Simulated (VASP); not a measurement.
# Nb (Fd-3m) in VASP: further runs, part 2 of 2

VASP 6.6.1.

### 3 Single point, PBE

This run uses another cell than the first one, of 24.79 Å³/atom, 0.906 times its volume.

Input file INCAR:

```
ALGO     = Fast           # electronic algorithm
EDIFF    = 1E-6           # SCF threshold, eV
ENCUT    = 520            # plane-wave cutoff, eV
GGA      = PE             # functional
ISIF     = 2              # what is computed and relaxed
ISMEAR   = -1             # smearing method
LASPH    = T              # aspherical terms in the spheres
LCHARG   = T              # write CHGCAR
LELF     = T              # ELF
LREAL    = F              # projectors in reciprocal space
LVHAR    = T            
LWAVE    = F              # write WAVECAR
NBANDS   = 20             # bands
NELM     = 80             # most SCF steps
PREC     = Accurate       # precision mode
SIGMA    = 0.06122561905347299 # smearing width, eV
```

Input file KPOINTS:

```
k-points
0
Gamma
  16 16 16
```

Input file POSCAR:

```
Nb
1.0
    0.0000000000      2.9158284713      2.9158284713
    2.9158284713      0.0000000000      2.9158284713
    2.9158284713      2.9158284713      0.0000000000
Nb
2
Direct
    0.0000000000      0.0000000000      0.0000000000
    0.2500000000      0.2500000000      0.2500000000
```

Potentials or basis: VASP PAW PBE potentials, release 64 (Nb_sv).

Run with:

```sh
$ cat potpaw_PBE.64/Nb_sv/POTCAR > POTCAR
$ mpirun -np 1 vasp_std > vasp.out
```

Run time: 7.8 min. Hardware: 1 thread of AMD EPYC 7R43 (Zen 3), shared host; peak memory 0.22 GiB.

The run converged. Its results:

- Free energy: -15.3572 eV
- Pressure: 2.8 GPa
- Band gap on the k mesh: zero (band 13 reaches 7.85 eV, above the bottom of band 14 at 6.31 eV)

Levels at points of the mesh, in eV from the Fermi level:
```
           k point  band 10  band 11  band 12  band 13  band 14  band 15  band 16  band 17
(0.00, 0.00, 0.00)    -1.56    -1.56    -0.56    -0.56    -0.56     1.97     1.97     1.97
(0.50, 0.00, 0.00)    -1.69    -1.37    -1.37    -0.82    -0.82     0.74     3.10     3.10
(0.50, 0.50, 0.00)    -2.52    -0.76    -0.76     0.46     0.46     1.30     1.30     4.85
```

### 4 Single point, PBE

This run uses another cell than the first one, of 26.34 Å³/atom, 0.962 times its volume.

Input file INCAR:

```
  PREC = Accurate
  ENCUT = 520
  EDIFF = 1E-6
  ISMEAR = -1
  SIGMA = 0.06122561905347299
  LREAL = False
  LASPH = True
  NELM = 100
  ALGO = Normal
  ISIF = 2
  LWAVE = False
  LCHARG = True
  GGA = PE
  LELF = True
  LVHAR = True
  NBANDS = 20
```

Input file KPOINTS:

```
Automatic mesh
0
Gamma
  16 16 16
```

Input file POSCAR:

```
Nb
1.0
    0.0000000000      2.9753515391      2.9753515391
    2.9753515391      0.0000000000      2.9753515391
    2.9753515391      2.9753515391      0.0000000000
Nb
2
Direct
    0.0000000000      0.0000000000      0.0000000000
    0.2500000000      0.2500000000      0.2500000000
```

Run with:

```sh
$ cat potpaw_PBE.64/Nb_sv/POTCAR > POTCAR
$ mpirun -np 1 vasp_std > vasp.out
```

Wall time 2.3 min (1 thread of Intel Xeon Platinum 8124M at 3.00GHz (Skylake/Cascade Lake), shared host); peak memory 0.26 GiB.

It converged, with:

```
Free energy            : -15.3706 eV
Pressure               : -1.4 GPa
Band gap on the k mesh : zero (band 13 reaches 7.16 eV, above the bottom of band 14 at 5.77 eV)
```

Levels at points of the mesh, in eV from the Fermi level:
| k point | band 11 | band 12 | band 13 | band 14 | band 15 | band 16 |
| --- | --- | --- | --- | --- | --- | --- |
| (0.00, 0.00, 0.00) | -1.37 | -0.52 | -0.52 | -0.52 | 1.87 | 1.87 |
| (0.50, 0.00, 0.00) | -1.20 | -1.20 | -0.72 | -0.72 | 0.60 | 2.92 |
| (0.50, 0.50, 0.00) | -0.66 | -0.66 | 0.28 | 0.28 | 1.32 | 1.32 |

### 5 Single point, PBE

This run uses another cell than the first one, of 26.34 Å³/atom, 0.962 times its volume.

Input file INCAR:

```
SYSTEM = Nb
PREC     = Accurate       ! precision mode
ENCUT    = 520            ! plane-wave cutoff, eV
EDIFF    = 1E-6           ! SCF threshold, eV
ISMEAR   = -1             ! smearing method
SIGMA    = 0.06122561905347299 ! smearing width, eV
LREAL    = .False.        ! projectors in reciprocal space
LASPH    = .True.         ! aspherical terms in the spheres
NELM     = 100            ! most SCF steps
ALGO     = Normal         ! electronic algorithm
ISIF     = 2              ! what is computed and relaxed
LWAVE    = .False.        ! write WAVECAR
LCHARG   = .False.        ! write CHGCAR
GGA      = PE             ! functional
NBANDS   = 20             ! bands
```

Input file KPOINTS:

```
regular mesh
0
Gamma
  16 16 16
  0 0 0
```

POSCAR is that of step 4.

Run with:

```sh
$ cat potpaw_PBE.64/Nb_sv/POTCAR > POTCAR
$ mpirun -np 1 vasp_std > vasp.out
```

It took 2.2 min on 1 thread of Intel Xeon Platinum 8124M at 3.00GHz (Skylake/Cascade Lake), shared host; peak memory 0.26 GiB.

It converged, with:

* Free energy: -15.3706 eV
* Pressure: -1.4 GPa
* Band gap on the k mesh: zero (band 13 reaches 7.16 eV, above the bottom of band 14 at 5.77 eV)

Levels at points of the mesh, in eV from the Fermi level:
```tsv
k point	band 11	band 12	band 13	band 14	band 15	band 16
(0.00, 0.00, 0.00)	-1.37	-0.52	-0.52	-0.52	1.87	1.87
(0.50, 0.00, 0.00)	-1.20	-1.20	-0.72	-0.72	0.60	2.92
(0.50, 0.50, 0.00)	-0.66	-0.66	0.28	0.28	1.32	1.32
```

### 6 Single point, PBE

This run uses another cell than the first one, of 26.86 Å³/atom, 0.981 times its volume.

Input file INCAR:

```
SYSTEM = Nb
ALGO = Normal
EDIFF = 1E-7
ENCUT = 520
GGA = PE
ISIF = 2
ISMEAR = -1
LASPH = .TRUE.
LCHARG = .FALSE.
LREAL = .FALSE.
LWAVE = .FALSE.
NBANDS = 20
NELM = 100
PREC = Accurate
SIGMA = 0.06122561905347299
```

Input file KPOINTS:

```
k-points
0
G
  16 16 16
  0 0 0
```

Input file POSCAR:

```
Nb
1.0
    0.0000000000      2.9946725450      2.9946725450
    2.9946725450      0.0000000000      2.9946725450
    2.9946725450      2.9946725450      0.0000000000
Nb
2
Direct
    0.0000000000      0.0000000000      0.0000000000
    0.2500000000      0.2500000000      0.2500000000
```

Potentials or basis: VASP PAW PBE potentials, release 64 (Nb_sv).

Run with:

```sh
$ cat potpaw_PBE.64/Nb_sv/POTCAR > POTCAR
$ mpirun -np 1 vasp_std > vasp.out
```

Run time: 2.5 min. Hardware: 1 thread of Intel Xeon Platinum 8124M at 3.00GHz (Skylake/Cascade Lake), shared host; peak memory 0.26 GiB.

It converged, with:

* Free energy: -15.3584 eV
* Pressure: -2.5 GPa
* Band gap on the k mesh: zero (band 13 reaches 6.95 eV, above the bottom of band 14 at 5.60 eV)

Levels at points of the mesh, in eV from the Fermi level:
```tsv
k point	band 9	band 10	band 11	band 12	band 13	band 14	band 15	band 16	band 17	band 18
(0.00, 0.00, 0.00)	-4.33	-1.31	-1.31	-0.51	-0.51	-0.51	1.84	1.84	1.84	5.00
(0.50, 0.00, 0.00)	-1.82	-1.42	-1.14	-1.14	-0.69	-0.69	0.56	2.86	2.86	4.20
(0.50, 0.50, 0.00)	-2.19	-2.19	-0.63	-0.63	0.22	0.22	1.32	1.32	4.50	4.50
```

### 7 Single point, PBE

Input file INCAR:

```
SYSTEM = Nb
PREC = Accurate ; ENCUT = 520
EDIFF = 1E-6 ; ISMEAR = -1
SIGMA = 0.06122561905347299 ; LREAL = .False.
LASPH = .True. ; NELM = 100
ALGO = Normal ; ISIF = 2
LWAVE = .False. ; LCHARG = .True.
GGA = PE ; LELF = .True.
LVHAR = .True. ; NBANDS = 20
```

Input file KPOINTS:

```
regular mesh
0
Gamma
  16 16 16
  0 0 0
```

Input file POSCAR:

```
Nb
1.0
    0.0000000000      3.0137474067      3.0137474067
    3.0137474067      0.0000000000      3.0137474067
    3.0137474067      3.0137474067      0.0000000000
Nb
2
Direct
    0.0000000000      0.0000000000      0.0000000000
    0.2500000000      0.2500000000      0.2500000000
```

Potentials or basis: VASP PAW PBE potentials, release 64 (Nb_sv).

Run with:

```sh
$ cat potpaw_PBE.64/Nb_sv/POTCAR > POTCAR
$ mpirun -np 1 vasp_std > vasp.out
```

OUTCAR:

```text
SYSTEM = Nb
   PREC = Accurate
   ENCUT = 520
   EDIFF = 1E-6
   ISMEAR = -1
   LREAL = .False.
   LASPH = .True.
   NELM = 100
   ISIF = 2
   GGA = PE

 ion  position               nearest neighbor table
   1  0.000  0.000  0.000-   2 2.61   2 2.61   2 2.61   2 2.61
   2  0.250  0.250  0.250-   1 2.61   1 2.61   1 2.61   1 2.61

  LATTYP: Found a face centered cubic cell.
 ALAT       =     6.0274948134

  Lattice vectors:

[... 739 lines left out ...]

------------------------ aborting loop because EDIFF is reached ----------------------------------------

  FORCE on cell =-STRESS in cart. coord.  units (eV):
  Direction    XX          YY          ZZ          XY          YZ          ZX
  --------------------------------------------------------------------------------------
  -------------------------------------------------------------------------------------
  Total       -1.2100237     -1.2100237     -1.2100237      0.0000000      0.0000000      0.0000000
  in kB      -35.4122817    -35.4122817    -35.4122817      0.0000000      0.0000000      0.0000000
  external PRESSURE =     -35.4122817 kB  Pullay stress =       0.0000000 kB

 VOLUME and BASIS-vectors are now :
 -----------------------------------------------------------------------------
  energy-cutoff  :      520.00
  volume of cell :       54.75
      direct lattice vectors                 reciprocal lattice vectors
     0.000000000  3.013747407  3.013747407    -0.165906406  0.165906406  0.165906406
     3.013747407  0.000000000  3.013747407     0.165906406 -0.165906406  0.165906406
     3.013747407  3.013747407  0.000000000     0.165906406  0.165906406 -0.165906406

 POSITION                                       TOTAL-FORCE (eV/Angst)
 -----------------------------------------------------------------------------------
      0.00000      0.00000      0.00000         0.000000      0.000000      0.000000
      1.50687      1.50687      1.50687        -0.000000     -0.000000     -0.000000
 -----------------------------------------------------------------------------------
    total drift:                               -0.000000      0.000000      0.000000

  FREE ENERGIE OF THE ION-ELECTRON SYSTEM (eV)
  ---------------------------------------------------
  free  energy   TOTEN  =       -15.3393576391 eV

  energy  without entropy=      -15.2897508008  energy(sigma->0) =      -15.31455422
```

It took 2.2 min on 1 thread of Intel Xeon Platinum 8124M at 3.00GHz (Skylake/Cascade Lake), shared host; peak memory 0.26 GiB.

Results:

```
Free energy            : -15.3394 eV
Pressure               : -3.5 GPa
Band gap on the k mesh : zero (band 13 reaches 6.75 eV, above the bottom of band 14 at 5.44 eV)
```

Levels at points of the mesh, in eV from the Fermi level:
| k point | band 11 | band 12 | band 13 | band 14 | band 15 | band 16 |
| --- | --- | --- | --- | --- | --- | --- |
| (0.00, 0.00, 0.00) | -1.26 | -0.50 | -0.50 | -0.50 | 1.81 | 1.81 |
| (0.50, 0.00, 0.00) | -1.09 | -1.09 | -0.66 | -0.66 | 0.52 | 2.81 |
| (0.50, 0.50, 0.00) | -0.60 | -0.60 | 0.17 | 0.17 | 1.32 | 1.32 |

### 8 Summary

```csv
cell,k mesh,gap on the mesh (eV),pressure (GPa)
"a = 4.262 Å, angles 60.0°, 2 atoms",11 × 11 × 11,none,-3.5
"a = 4.124 Å, angles 60.0°, 2 atoms",16 × 16 × 16,none,2.8
"a = 4.208 Å, angles 60.0°, 2 atoms",16 × 16 × 16,none,-1.4
"a = 4.235 Å, angles 60.0°, 2 atoms",16 × 16 × 16,none,-2.5
"a = 4.262 Å, angles 60.0°, 2 atoms",16 × 16 × 16,none,-3.5
```

Alike in all rows: task single point; level PBE; potentials or basis VASP PAW PBE potentials, release 64 (Nb_sv); no spin polarisation; cutoff (eV) 520; smearing fermi-dirac 0.0612256 eV.

Absolute energies hang on the potentials; compare differences alone.
